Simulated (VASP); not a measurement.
# Ti (P6/mmm) in VASP: relaxation of cell and atoms with LDA

Aim: the relaxation of cell and atoms of Ti with LDA.

Everything below comes from runs of VASP 6.6.1. Logs are shortened: lines on timing, memory, paths and dates and some standing lists are left out, and cuts for length are marked.

## Step 1: The cell of the first run

Symmetry: P6/mmm, No. 191, hexagonal system. Conventional cell: a = 4.600 Å, b = 4.600 Å, c = 2.820 Å, α = 90.00°, β = 90.00°, γ = 120.00°. Within 3.7 Å of Ti (site symmetry 6/mmm) lie 14 Ti at 2.82 to 3.01 Å. Ti (site symmetry -6m2) has 11 Ti at 2.66 to 3.01 Å within 3.5 Å.

## Step 2: Relaxation of cell and atoms, LDA, target pressure 20 GPa, at which the enthalpy is minimised

Contents of INCAR:

```
SYSTEM = Ti
ALGO = Normal
EDIFF = 1E-7
EDIFFG = -0.01
ENCUT = 600
GGA = CA
IBRION = 2
ISIF = 3
ISMEAR = 1
LASPH = .True.
LCHARG = .False.
LREAL = .False.
LWAVE = .False.
NELM = 60
NSW = 80
PREC = Accurate
PSTRESS = 200.0
SIGMA = 0.1
```

Contents of KPOINTS:

```
k-points
0
Gamma
  8 8 12
  0 0 0
```

Contents of POSCAR:

```
Ti
1.0
    4.6000000000      0.0000000000      0.0000000000
   -2.3000000000      3.9837170000      0.0000000000
    0.0000000000      0.0000000000      2.8200000000
Ti
3
Direct
    0.0000000000      0.0000000000      0.0000000000
    0.3333333333      0.6666666667      0.5000000000
    0.6666666667      0.3333333333      0.5000000000
```

Potentials or basis: VASP PAW LDA potentials, release 64 (Ti_sv).

On the command line:

```console
$ cat potpaw_LDA.64/Ti_sv/POTCAR > POTCAR
$ mpirun -np 1 vasp_std > vasp.out
```

OUTCAR:

```text
SYSTEM = Ti
   EDIFF = 1E-7
   EDIFFG = -0.01
   ENCUT = 600
   GGA = CA
   IBRION = 2
   ISIF = 3
   ISMEAR = 1
   LASPH = .True.
   LREAL = .False.
   NELM = 60
   NSW = 80
   PREC = Accurate
   PSTRESS = 200.0

 ion  position               nearest neighbor table
   1  0.000  0.000  0.000-
   2  0.333  0.667  0.500-   3 2.66   3 2.66   3 2.66
   3  0.667  0.333  0.500-   2 2.66   2 2.66   2 2.66

  LATTYP: Found a hexagonal cell.
 ALAT       =     4.6000000000
 C/A-ratio  =     0.6130434783

  Lattice vectors:

 A1 = (   4.6000000000,   0.0000000000,   0.0000000000)
 A2 = (  -2.3000000000,   3.9837170000,   0.0000000000)
 A3 = (   0.0000000000,   0.0000000000,   2.8200000000)

Analysis of symmetry for initial positions (statically):
=====================================================================
 Subroutine PRICEL returns:
 Original cell was already a primitive cell.

 Routine SETGRP: Setting up the symmetry group for a
 hexagonal supercell.

 Subroutine GETGRP returns: Found 24 space group operations
 (whereof 24 operations were pure point group operations)
 out of a pool of 24 trial point group operations.

The static configuration has the point symmetry D_6h.

Analysis of symmetry for dynamics (positions and initial velocities):
=====================================================================
 Subroutine PRICEL returns:
 Original cell was already a primitive cell.

 Routine SETGRP: Setting up the symmetry group for a
 hexagonal supercell.

 Subroutine GETGRP returns: Found 24 space group operations
 (whereof 24 operations were pure point group operations)
 out of a pool of 24 trial point group operations.

The dynamic configuration has the point symmetry D_6h.

 Subroutine INISYM returns: Found 24 space group operations
 (whereof 24 operations are pure point group operations),
 and found     1 'primitive' translations

----------------------------------------------------------------------------------------

                                     Primitive cell

  volume of cell :      51.6768

  direct lattice vectors                    reciprocal lattice vectors
     4.600000000  0.000000000  0.000000000     0.217391304  0.125510924  0.000000000
    -2.300000000  3.983717000  0.000000000     0.000000000  0.251021847  0.000000000
     0.000000000  0.000000000  2.820000000     0.000000000  0.000000000  0.354609929

  length of vectors
     4.600000000  4.600000123  2.820000000     0.251021854  0.251021847  0.354609929

  position of ions in fractional coordinates (direct lattice)
     0.000000000  0.000000000  0.000000000
     0.333333333  0.666666667  0.500000000
     0.666666667  0.333333333  0.500000000

  ion indices of the primitive-cell ions
   primitive index   ion index
                 1           1
                 2           2
                 3           3

----------------------------------------------------------------------------------------

 KPOINTS: k-points

Automatic generation of k-mesh.
 Grid dimensions read from file:
 generate k-points for:    8    8   12

 Generating k-lattice:

  Cartesian coordinates                     Fractional coordinates (reciprocal lattice)
     0.027173913  0.015688865  0.000000000     0.125000000  0.000000000  0.000000000
     0.000000000  0.031377731  0.000000000     0.000000000  0.125000000  0.000000000
     0.000000000  0.000000000  0.029550827     0.000000000  0.000000000  0.083333333

  Length of vectors
     0.031377732  0.031377731  0.029550827

  Shift w.r.t. Gamma in fractional coordinates (k-lattice)
     0.000000000  0.000000000  0.000000000

 Subroutine IBZKPT returns following result:
 ===========================================

 Found     70 irreducible k-points:

 Following reciprocal coordinates:
            Coordinates               Weight
  0.000000  0.000000  0.000000      1.000000
  0.125000  0.000000  0.000000      6.000000
  0.250000  0.000000  0.000000      6.000000
  0.375000  0.000000  0.000000      6.000000
  0.500000  0.000000  0.000000      3.000000
  0.125000  0.125000  0.000000      6.000000
[... 16 lines left out ...]
  0.250000  0.000000  0.166667     12.000000
  0.375000  0.000000  0.166667     12.000000
 [... further k-points ...]
   k-points           NKPTS =     70   k-points in BZ     NKDIM =     70   number of bands    NBANDS=     22
   number of dos      NEDOS =    301   number of ions     NIONS =      3
   total plane-waves  NPLWV =  38400
   dimension x,y,z NGX =    40 NGY =   40 NGZ =   24
   dimension x,y,z NGXF=    80 NGYF=   80 NGZF=   48
   ions per type =               3
   NGX,Y,Z   is equivalent  to a cutoff of  14.46, 14.46, 14.15 a.u.
   NGXF,Y,Z  is equivalent  to a cutoff of  28.91, 28.91, 28.30 a.u.
 SYSTEM =  Ti
   PREC   = accura    normal or accurate (medium, high low for compatibility)
   ISTART =      0    job   : 0-new  1-cont  2-samecut
   ICHARG =      2    charge: 1-file 2-atom 10-const
   ISPIN  =      1    spin polarized calculation?
   LNONCOLLINEAR =      F non collinear calculations
   LSORBIT =      F    spin-orbit coupling
   LASPH  =      T    aspherical Exc in radial PAW
   ENCUT  =  600.0 eV  44.10 Ry    6.64 a.u.   9.19  9.19  5.63*2*pi/ulx,y,z
   NELM   =     60;   NELMIN=  2; NELMDL= -5     # of ELM steps
   EDIFF  = 0.1E-06   stopping-criterion for ELM
   LREAL  =      F    real-space projection
   EDIFFG = -.1E-01   stopping-criterion for IOM
   NSW    =     80    number of steps for IOM
   IBRION =      2    ionic relax: 0-MD 1-quasi-New 2-CG
   NFREE  =      1    steps in history (QN), initial steepest desc. (CG)
   ISIF   =      3    stress and relaxation
   ISYM   =      2    0-nonsym 1-usesym 2-fastsym
   POTIM  = 0.5000    time-step for ionic-motion
   TEBEG  =    0.0;   TEEND  =   0.0 temperature during run
   PSTRESS=  200.0 pullay stress
   NELECT =      36.0000    total number of electrons
   NUPDOWN=      -1.0000    fix difference up-down
   EMIN   =  10.00;   EMAX   =-10.00  energy-range for DOS
   EFERMI =   0.00;   METHOD = LEGACY
   ISMEAR =     1;   SIGMA  =   0.10  broadening in eV -4-tet -1-fermi 0-gaus
   EFERMI_NEDOS =   21; number of points for ismear=-14 and -15
   IALGO  =     38    algorithm
   IMIX   =      4    mixing-type and parameters
     AMIX     =   0.40;   BMIX     =  1.00
     AMIX_MAG =   1.60;   BMIX_MAG =  1.00
  volume/ion in A,a.u.               =      17.23       116.24
  Fermi-wavevector in a.u.,A,eV,Ry     =   1.451255  2.742475 28.655806  2.106142
  Thomas-Fermi vector in A             =   2.568774
   LORBIT       =      0    0 simple, 1 ext, 2 COOP (PROOUT), +10 PAW based schemes
   GGA     = CA    functional components
   LHFCALC =     F    Hartree Fock is set to
   AEXX    =    0.0000 exact exchange contribution
   IVDW    =     0    specifies the selected vdW correction
   LEPSILON=     F    determine dielectric tensor
   LRPA    =     F    only Hartree local field effects (RPA)
 conjugate gradient relaxation of ions
 non-spin polarized calculation
 Methfessel and Paxton  Order N= 1 SIGMA  =   0.10
  energy-cutoff  :      600.00
  volume of cell :       51.68
 maximum number of plane-waves:      1757
 NGX is ok and might be reduce to    40
   NGX = 19   NGY = 19   NGZ = 11

--------------------------------------- Ionic step        1  -------------------------------------------

 number of electron      35.9999997 magnetization

 Free energy of the ion-electron system (eV)
  ---------------------------------------------------
  ext. energy  EPLUGINS =         0.00000000
  ---------------------------------------------------
  free energy    TOTEN  =       -25.58830660 eV

  energy without entropy =      -25.58970894  energy(sigma->0) =      -25.58877405

 E-fermi :   8.0582     XC(G=0): -11.8243

 val. band max:        8.0473903040   @ k =   0.3750   0.2500   0.2500
 cond. band min:       8.0637293186   @ k =   0.2500   0.1250   0.0000
 fundamental gap:      0.0163390145
 Fermi energy:         8.0581580431

 k-point     1 :       0.0000    0.0000    0.0000
  band No.  band energies     occupation
      1     -48.1461      2.00000
      2     -47.8718      2.00000
      3     -47.7084      2.00000
      4     -24.8481      2.00000
      5     -24.8481      2.00000
      6     -24.7161      2.00000
[... 574 lines left out ...]
      6     -24.6112      2.00000
[... 14 lines left out ...]
     21       8.7595     -0.00000
     22       9.1051     -0.00000

 [... further k-points ...]

------------------------ aborting loop because EDIFF is reached ----------------------------------------

  FORCE on cell =-STRESS in cart. coord.  units (eV):
  Direction    XX          YY          ZZ          XY          YZ          ZX
  --------------------------------------------------------------------------------------
  -------------------------------------------------------------------------------------
  Total       -3.1442185     -3.1442187     -2.5956111      0.0000000      0.0000000     -0.0000000
  in kB      -97.4827738    -97.4827808    -80.4738509      0.0000000      0.0000000     -0.0000000
  external PRESSURE =    -291.8131352 kB  Pullay stress =     200.0000000 kB
[... 297 lines left out ...]
  enthalpy is  TOTEN    =       -20.1759939161 eV   P V=        5.2350651622

--------------------------------------- Ionic step        9  -------------------------------------------

 number of electron      35.9999997 magnetization

 Free energy of the ion-electron system (eV)
  ---------------------------------------------------
  ext. energy  EPLUGINS =         0.00000000
  ---------------------------------------------------
  free energy    TOTEN  =       -25.39937669 eV

  energy without entropy =      -25.40071143  energy(sigma->0) =      -25.39982160

 E-fermi :  10.5144     XC(G=0): -12.8754

 val. band max:       10.5136987953   @ k =   0.2500   0.2500   0.0833
 cond. band min:      10.5355177925   @ k =   0.3750   0.1250   0.1667
 fundamental gap:      0.0218189972
 Fermi energy:        10.5143871690

 k-point     1 :       0.0000    0.0000    0.0000
  band No.  band energies     occupation
      1     -45.3831      2.00000
      2     -45.0661      2.00000
      3     -44.7661      2.00000
      4     -22.1997      2.00000
      5     -22.1997      2.00000
      6     -22.1474      2.00000
[... 574 lines left out ...]
      6     -21.8806      2.00000
[... 14 lines left out ...]
     21      11.3903     -0.00000
     22      11.8335     -0.00000

 [... further k-points ...]

------------------------ aborting loop because EDIFF is reached ----------------------------------------

  FORCE on cell =-STRESS in cart. coord.  units (eV):
  Direction    XX          YY          ZZ          XY          YZ          ZX
  --------------------------------------------------------------------------------------
  -------------------------------------------------------------------------------------
  Total        5.2223774      5.2223779      5.2228584      0.0000000      0.0000000     -0.0000000
  in kB      199.9664154    199.9664322    199.9848301      0.0000000      0.0000000     -0.0000000
  external PRESSURE =      -0.0274408 kB  Pullay stress =     200.0000000 kB
[... 18 lines left out ...]
  FREE ENERGIE OF THE ION-ELECTRON SYSTEM (eV)
  ---------------------------------------------------
  free  energy   TOTEN  =       -25.3993766880 eV

  energy  without entropy=      -25.4007114252  energy(sigma->0) =      -25.39982160

  enthalpy is  TOTEN    =       -20.1761221344 eV   P V=        5.2232545536

 reached required accuracy - stopping structural energy minimisation
```

Wall time 14 min (1 thread of Intel Xeon Platinum 8488C (Sapphire Rapids), shared host); peak memory 0.22 GiB.

Results:

```
Free energy                                            : -25.3994 eV
Relaxed volume                                         : 13.95 Å³/atom
Relaxed cell                                           : a = 4.262 Å, b = 4.262 Å, c = 2.660 Å, α = 90.00°, β = 90.00°, γ = 120.00°
Space group after relaxing (to 0.05 Å)                 : P6/mmm (No. 191)
Energy change on relaxing (the enthalpy is what falls) : +63.0 meV/atom
Ionic steps                                            : 9
Pressure after relaxing                                : 20.0 GPa
Band gap on the k mesh                                 : zero (band 18 reaches 10.81 eV, above the bottom of band 19 at 10.24 eV)
```

The path:
| step | energy change (eV) | largest force (eV/Å) | pressure (GPa) | volume (Å³) |
| --- | --- | --- | --- | --- |
| 1 | 0.0000 | 0.0000 | -9.18 | 51.68 |
| 2 | 3.6627 | 0.0000 | 102.64 | 31.58 |
| 3 | 0.1170 | 0.0000 | 17.16 | 42.50 |
| 4 | 0.1783 | 0.0000 | 19.53 | 41.96 |
| 5 | 0.2007 | 0.0000 | 20.36 | 41.78 |
| 6 | 0.1988 | 0.0000 | 20.36 | 41.76 |
| 7 | 0.1990 | 0.0000 | 20.37 | 41.76 |
| 8 | 0.1772 | 0.0000 | 19.57 | 41.94 |
| 9 | 0.1889 | 0.0000 | 20.00 | 41.84 |

Final structure:
```
CELL_PARAMETERS angstrom
4.26198 0.00000 0.00000
-2.13099 3.69098 0.00000
0.00000 0.00000 2.65992
ATOMIC_POSITIONS crystal
Ti 0.00000 0.00000 0.00000
Ti 0.33333 0.66667 0.50000
Ti 0.66667 0.33333 0.50000
```

Caveat: the cell is relaxed towards a set pressure, so the enthalpy falls and the energy may rise; the volume moved by over 15 % at a fixed basis, so the end points are rough.
